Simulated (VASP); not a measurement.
# As (R-3m) in VASP: notebook

As is run at these levels: r2SCAN; tasks: single point.

All numbers are computed with VASP 6.6.1; they aren't measurements. Logs are shortened: lines on timing, memory, paths and dates and some standing lists are left out, and cuts for length are marked.

## 1. The cell of the first run

The structure is trigonal, space group R-3m (No. 166). The conventional cell has a = 3.590 Å, b = 3.590 Å, c = 15.163 Å, α = 90.00°, β = 90.00°, γ = 120.00°. Within 3.3 Å of As (site symmetry 3m) lie 3 As at 2.48 Å.

## 2. Single point, r2SCAN

Input file POSCAR:

```
As
1.0
    1.7950784285      1.0363890139      5.0542643309
   -1.7950784285      1.0363890139      5.0542643309
    0.0000000000     -2.0727780278      5.0542643309
As
2
Direct
    0.7883402482      0.7883402482      0.7883402482
    0.2116597518      0.2116597518      0.2116597518
```

Input file INCAR.step1:

```
PREC = Accurate ; ENCUT = 520
ISMEAR = -1 ; SIGMA = 0.1
LREAL = False ; LASPH = True
NELM = 60 ; NBANDS = 12
GGA = PE ; ALGO = Normal
EDIFF = 1E-4 ; LWAVE = True
LCHARG = False
```

Input file INCAR.step2:

```
PREC = Accurate ; ENCUT = 520
EDIFF = 1E-7 ; ISMEAR = -1
SIGMA = 0.1 ; LREAL = False
LASPH = True ; NELM = 60
ALGO = Normal ; ISIF = 2
LWAVE = False ; LCHARG = True
METAGGA = R2SCAN ; LMIXTAU = True
LELF = True ; LVHAR = True
NBANDS = 12 ; ISTART = 1
```

Input file KPOINTS:

```
regular mesh
0
Gamma
  11 11 11
```

Potentials or basis: VASP PAW PBE potentials, release 64 (As).

The run is started by

```sh
$ cat potpaw_PBE.64/As/POTCAR > POTCAR
$ cp INCAR.step1 INCAR
$ mpirun -np 1 vasp_std > vasp.out
$ cp INCAR.step2 INCAR
$ mpirun -np 1 vasp_std > vasp.out
```

OUTCAR:

```text
PREC = Accurate
   ENCUT = 520
   EDIFF = 1E-7
   ISMEAR = -1
   LREAL = False
   LASPH = True
   NELM = 60
   ISIF = 2
   METAGGA = R2SCAN
   ISTART = 1

 ion  position               nearest neighbor table
   1  0.788  0.788  0.788-   2 2.48   2 2.48   2 2.48
   2  0.212  0.212  0.212-   1 2.48   1 2.48   1 2.48

  LATTYP: Found a trigonal (rhomboedric) cell.
 ALAT       =     5.4627828695
 COS(alpha) =     0.7840421605

  Lattice vectors:

 A1 = (   1.7950784285,   1.0363890139,   5.0542643309)
 A2 = (  -1.7950784285,   1.0363890139,   5.0542643309)
 A3 = (   0.0000000000,  -2.0727780278,   5.0542643309)

Analysis of symmetry for initial positions (statically):
=====================================================================
 Subroutine PRICEL returns:
 Original cell was already a primitive cell.

 Routine SETGRP: Setting up the symmetry group for a
 trigonal (rhombohedral) supercell.

 Subroutine GETGRP returns: Found 12 space group operations
 (whereof 12 operations were pure point group operations)
 out of a pool of 12 trial point group operations.

The static configuration has the point symmetry D_3d.

Analysis of symmetry for dynamics (positions and initial velocities):
=====================================================================
 Subroutine PRICEL returns:
 Original cell was already a primitive cell.

 Routine SETGRP: Setting up the symmetry group for a
 trigonal (rhombohedral) supercell.

 Subroutine GETGRP returns: Found 12 space group operations
 (whereof 12 operations were pure point group operations)
 out of a pool of 12 trial point group operations.

The dynamic configuration has the point symmetry D_3d.

 Subroutine INISYM returns: Found 12 space group operations
 (whereof 12 operations are pure point group operations),
 and found     1 'primitive' translations

----------------------------------------------------------------------------------------

                                     Primitive cell

  volume of cell :      56.4177

  direct lattice vectors                    reciprocal lattice vectors
     1.795078429  1.036389014  5.054264331     0.278539362  0.160814776  0.065950910
    -1.795078429  1.036389014  5.054264331    -0.278539362  0.160814776  0.065950910
     0.000000000 -2.072778028  5.054264331     0.000000000 -0.321629551  0.065950910

  length of vectors
     5.462782869  5.462782869  5.462782869     0.328321627  0.328321627  0.328321627

  position of ions in fractional coordinates (direct lattice)
     0.788340248  0.788340248  0.788340248
     0.211659752  0.211659752  0.211659752

  ion indices of the primitive-cell ions
   primitive index   ion index
                 1           1
                 2           2

----------------------------------------------------------------------------------------

 KPOINTS: regular mesh

Automatic generation of k-mesh.
 Grid dimensions read from file:
 generate k-points for:   11   11   11

 Generating k-lattice:

  Cartesian coordinates                     Fractional coordinates (reciprocal lattice)
     0.025321760  0.014619525  0.005995537     0.090909091  0.000000000  0.000000000
    -0.025321760  0.014619525  0.005995537     0.000000000  0.090909091  0.000000000
     0.000000000 -0.029239050  0.005995537     0.000000000  0.000000000  0.090909091

  Length of vectors
     0.029847421  0.029847421  0.029847421

  Shift w.r.t. Gamma in fractional coordinates (k-lattice)
     0.000000000  0.000000000  0.000000000

 Subroutine IBZKPT returns following result:
 ===========================================

 Found    146 irreducible k-points:

 Following reciprocal coordinates:
            Coordinates               Weight
  0.000000  0.000000  0.000000      1.000000
  0.090909 -0.000000 -0.000000      6.000000
  0.181818 -0.000000 -0.000000      6.000000
  0.272727  0.000000 -0.000000      6.000000
  0.363636 -0.000000 -0.000000      6.000000
  0.454545 -0.000000 -0.000000      6.000000
[... 16 lines left out ...]
 -0.272727  0.181818 -0.000000     12.000000
 -0.181818  0.181818  0.000000      6.000000
 [... further k-points ...]
   k-points           NKPTS =    146   k-points in BZ     NKDIM =    146   number of bands    NBANDS=     12
   number of dos      NEDOS =    301   number of ions     NIONS =      2
   total plane-waves  NPLWV =  74088
   dimension x,y,z NGX =    42 NGY =   42 NGZ =   42
   dimension x,y,z NGXF=    84 NGYF=   84 NGZF=   84
   ions per type =               2
   NGX,Y,Z   is equivalent  to a cutoff of  12.78, 12.78, 12.78 a.u.
   NGXF,Y,Z  is equivalent  to a cutoff of  25.56, 25.56, 25.56 a.u.
 SYSTEM =  unknown system
   PREC   = accura    normal or accurate (medium, high low for compatibility)
   ISTART =      1    job   : 0-new  1-cont  2-samecut
   ICHARG =      0    charge: 1-file 2-atom 10-const
   ISPIN  =      1    spin polarized calculation?
   LNONCOLLINEAR =      F non collinear calculations
   LSORBIT =      F    spin-orbit coupling
   LASPH  =      T    aspherical Exc in radial PAW
   ENCUT  =  520.0 eV  38.22 Ry    6.18 a.u.  10.16 10.16 10.16*2*pi/ulx,y,z
   NELM   =     60;   NELMIN=  2; NELMDL=  0     # of ELM steps
   EDIFF  = 0.1E-06   stopping-criterion for ELM
   LREAL  =      F    real-space projection
   EDIFFG = 0.1E-05   stopping-criterion for IOM
   NSW    =      0    number of steps for IOM
   IBRION =     -1    ionic relax: 0-MD 1-quasi-New 2-CG
   NFREE  =      0    steps in history (QN), initial steepest desc. (CG)
   ISIF   =      2    stress and relaxation
   ISYM   =      2    0-nonsym 1-usesym 2-fastsym
   POTIM  = 0.5000    time-step for ionic-motion
   TEBEG  =    0.0;   TEEND  =   0.0 temperature during run
   PSTRESS=    0.0 pullay stress
   NELECT =      10.0000    total number of electrons
   NUPDOWN=      -1.0000    fix difference up-down
   EMIN   =  10.00;   EMAX   =-10.00  energy-range for DOS
   EFERMI =   0.00;   METHOD = LEGACY
   ISMEAR =    -1;   SIGMA  =   0.10  broadening in eV -4-tet -1-fermi 0-gaus
   EFERMI_NEDOS =   21; number of points for ismear=-14 and -15
   IALGO  =     38    algorithm
   IMIX   =      4    mixing-type and parameters
     AMIX     =   0.40;   BMIX     =  1.00
     AMIX_MAG =   1.60;   BMIX_MAG =  1.00
  volume/ion in A,a.u.               =      28.21       190.36
  Fermi-wavevector in a.u.,A,eV,Ry     =   0.919609  1.737808 11.506174  0.845680
  Thomas-Fermi vector in A             =   2.044822
   LORBIT       =      0    0 simple, 1 ext, 2 COOP (PROOUT), +10 PAW based schemes
   METAGGA = R2SCAN    functional components
   LHFCALC =     F    Hartree Fock is set to
   AEXX    =    0.0000 exact exchange contribution
   IVDW    =     0    specifies the selected vdW correction
   LEPSILON=     F    determine dielectric tensor
   LRPA    =     F    only Hartree local field effects (RPA)
 non-spin polarized calculation
  energy-cutoff  :      520.00
  volume of cell :       56.42
 maximum number of plane-waves:      1545
 NGX is ok and might be reduce to    42
   NGX = 21   NGY = 21   NGZ = 21

 number of electron      10.0000000 magnetization

 Free energy of the ion-electron system (eV)
  ---------------------------------------------------
  ext. energy  EPLUGINS =         0.00000000
  ---------------------------------------------------
  free energy    TOTEN  =       -29.41908449 eV

  energy without entropy =      -29.41801694  energy(sigma->0) =      -29.41855072

 E-fermi :   2.9658     XC(G=0):  -8.8533

 val. band max:        2.6836433836   @ k =  -0.4545   0.4545   0.4545
 cond. band min:       3.2554436968   @ k =   0.3636  -0.0000  -0.0000
 fundamental gap:      0.5718003132
 Fermi energy:         2.9658275456

 k-point     1 :       0.0000    0.0000    0.0000
  band No.  band energies     occupation
      1     -12.4220      2.00000
      2      -5.1121      2.00000
      3       0.3508      2.00000
      4       1.7009      1.99999
      5       1.7009      1.99999
      6       4.5936      0.00000
      7       5.6367      0.00000
      8       5.6367      0.00000
      9      11.2398      0.00000
     10      12.2814      0.00000
     11      12.2814      0.00000
     12      12.7821      0.00000

 k-point     2 :       0.0909   -0.0000   -0.0000
  band No.  band energies     occupation
      1     -12.3040      2.00000
      2      -5.1246      2.00000
      3       0.4446      2.00000
      4       0.7778      2.00000
      5       1.4573      2.00000
      6       5.0094      0.00000
      7       5.7550      0.00000
      8       5.8760      0.00000
      9      10.6370      0.00000
     10      11.8483      0.00000
     11      12.1192      0.00000
     12      12.6634      0.00000

 k-point     3 :       0.1818   -0.0000   -0.0000
  band No.  band energies     occupation
      1     -11.9540      2.00000
      2      -5.2478      2.00000
      3      -0.6313      2.00000
      4       0.7290      2.00000
      5       0.9319      2.00000
      6       4.2909      0.00000
      7       6.2964      0.00000
      8       6.6765      0.00000
      9       9.8080      0.00000
     10      11.1218      0.00000
     11      12.2215      0.00000
     12      13.5622      0.00000

 k-point     4 :       0.2727    0.0000   -0.0000
  band No.  band energies     occupation
      1     -11.3870      2.00000
      2      -5.7283      2.00000
      3      -1.5316      2.00000
      4       0.4007      2.00000
      5       1.0419      2.00000
      6       3.5267      0.00730
      7       6.2471      0.00000
      8       6.5104      0.00000
      9       9.6519      0.00000
     10      11.5302      0.00000
     11      13.0731      0.00000
     12      13.7593      0.00000

 k-point     5 :       0.3636   -0.0000   -0.0000
  band No.  band energies     occupation
      1     -10.6476      2.00000
      2      -6.6453      2.00000
      3      -1.7219      2.00000
      4       0.0012      2.00000
      5       1.0640      2.00000
      6       3.2554      0.10469
      7       5.3433      0.00000
      8       6.5081      0.00000
      9       9.1395      0.00000
     10      12.4026      0.00000
     11      13.5611      0.00000
     12      14.6168      0.00000
[... 228 lines left out ...]
      1      -9.5630      2.00000
      2      -7.7210      2.00000
      3      -2.1090      2.00000
      4      -0.9449      2.00000
      5       0.6410      2.00000
      6       4.3247      0.00000
      7       5.8189      0.00000
      8       6.1728      0.00000
      9       9.6704      0.00000
     10      11.9255      0.00000
     11      12.9871      0.00000
     12      15.1204      0.00000

 k-point    22 :      -0.3636    0.1818    0.0000
  band No.  band energies     occupation
      1      -9.5832      2.00000
      2      -7.6951      2.00000
      3      -2.1062      2.00000
      4      -0.7592      2.00000
      5       0.4618      2.00000
      6       4.2724      0.00000
      7       5.3373      0.00000
      8       6.5025      0.00000
      9       9.7590      0.00000
     10      12.0801      0.00000
     11      13.2623      0.00000
     12      14.5401      0.00000

 k-point    23 :      -0.2727    0.1818   -0.0000
  band No.  band energies     occupation
      1     -10.3343      2.00000
      2      -6.8260      2.00000
      3      -1.7180      2.00000
      4      -1.0590      2.00000
      5       0.7554      2.00000
      6       4.3964      0.00000
      7       5.0995      0.00000
      8       6.8708      0.00000
      9       9.6392      0.00000
     10      11.6256      0.00000
     11      13.2298      0.00000
     12      14.7179      0.00000

 k-point    24 :      -0.1818    0.1818    0.0000
  band No.  band energies     occupation
      1     -11.0621      2.00000
      2      -5.9840      2.00000
      3      -1.3141      2.00000
      4      -0.8859      2.00000
      5       0.8996      2.00000
      6       4.4916      0.00000
      7       5.5093      0.00000
      8       6.9120      0.00000
      9       9.0520      0.00000
     10      11.9072      0.00000
     11      13.1312      0.00000
     12      14.7135      0.00000

 [... further k-points ...]

------------------------ aborting loop because EDIFF is reached ----------------------------------------

  FORCE on cell =-STRESS in cart. coord.  units (eV):
  Direction    XX          YY          ZZ          XY          YZ          ZX
  --------------------------------------------------------------------------------------
  -------------------------------------------------------------------------------------
  Total        0.0249635      0.0249635      0.0897396      0.0000000      0.0000000      0.0000000
  in kB        0.7089268      0.7089268      2.5484673      0.0000000      0.0000000      0.0000000
  external PRESSURE =       1.3221070 kB  Pullay stress =       0.0000000 kB

 VOLUME and BASIS-vectors are now :
 -----------------------------------------------------------------------------
  energy-cutoff  :      520.00
  volume of cell :       56.42
      direct lattice vectors                 reciprocal lattice vectors
     1.795078429  1.036389014  5.054264331     0.278539362  0.160814776  0.065950910
    -1.795078429  1.036389014  5.054264331    -0.278539362  0.160814776  0.065950910
     0.000000000 -2.072778028  5.054264331     0.000000000 -0.321629551  0.065950910

 POSITION                                       TOTAL-FORCE (eV/Angst)
 -----------------------------------------------------------------------------------
      0.00000      0.00000     11.95344         0.000000     -0.000000     -0.061264
      0.00000      0.00000      3.20935         0.000000      0.000000      0.061264
 -----------------------------------------------------------------------------------
    total drift:                               -0.000000     -0.000000      0.000000

  FREE ENERGIE OF THE ION-ELECTRON SYSTEM (eV)
  ---------------------------------------------------
  free  energy   TOTEN  =       -29.4190844902 eV

  energy  without entropy=      -29.4180169404  energy(sigma->0) =      -29.41855072
```

Run time: 6.1 min. Hardware: 1 thread of Intel Xeon 6975P-C (Granite Rapids), shared host; peak memory 0.32 GiB.

Results:

```yaml
Free_energy: -29.4191 eV
Pressure: 0.1 GPa
Largest_force: 0.061 eV/Å
```

Forces in eV/Å, atoms in the order of the input:
```
As   0.000  0.000 -0.061
As   0.000  0.000  0.061
```

Stress tensor (GPa, compression positive):
```
0.07 0.00 0.00
0.00 0.07 0.00
0.00 0.00 0.25
```

Caveat: the PAW data sets were made with another functional, which shifts forces and pressure a little.

## 3. Single point, r2SCAN

POSCAR is that of step 2.

Input file INCAR.step1:

```
SYSTEM = As
  ALGO = Normal
  EDIFF = 1E-4
  ENCUT = 520
  GGA = PE
  ISMEAR = -1
  LASPH = .TRUE.
  LCHARG = .FALSE.
  LREAL = .FALSE.
  LWAVE = .TRUE.
  NBANDS = 12
  NELM = 60
  PREC = Accurate
  SIGMA = 0.1
```

Input file INCAR.step2:

```
SYSTEM = As
  ALGO = Normal
  EDIFF = 1E-6
  ENCUT = 520
  ISIF = 2
  ISMEAR = -1
  ISTART = 1
  LASPH = .TRUE.
  LCHARG = .FALSE.
  LMIXTAU = .TRUE.
  LREAL = .FALSE.
  LWAVE = .FALSE.
  METAGGA = R2SCAN
  NBANDS = 12
  NELM = 60
  PREC = Accurate
  SIGMA = 0.1
```

Input file KPOINTS:

```
k-points
0
G
  15 15 15
  0 0 0
```

Potentials or basis: VASP PAW PBE potentials, release 64 (As).

The run is started by

```sh
$ cat potpaw_PBE.64/As/POTCAR > POTCAR
$ cp INCAR.step1 INCAR
$ mpirun -np 1 vasp_std > vasp.out
$ cp INCAR.step2 INCAR
$ mpirun -np 1 vasp_std > vasp.out
```

Run time: 13 min. Hardware: 1 thread of Intel Xeon 6975P-C (Granite Rapids), shared host; peak memory 0.41 GiB.

The run converged. Its results:

```
Free energy   : -29.4194 eV
Pressure      : 0.1 GPa
Largest force : 0.062 eV/Å
```

Forces on the atoms (eV/Å):
```
As   0.000  0.000 -0.062
As   0.000  0.000  0.062
```

Stress tensor (GPa, compression positive):
```
0.06 0.00 0.00
0.00 0.06 0.00
0.00 0.00 0.26
```

Levels at points of the mesh, in eV from the Fermi level:
```tsv
k point	band 1	band 2	band 3	band 4	band 5	band 6	band 7	band 8	band 9	band 10
(0.00, 0.00, 0.00)	-15.40	-8.09	-2.63	-1.28	-1.28	1.61	2.66	2.66	8.26	9.30
```

Caveat: the PAW data sets were made with another functional, which shifts forces and pressure a little.

[end of part 1 of 2]
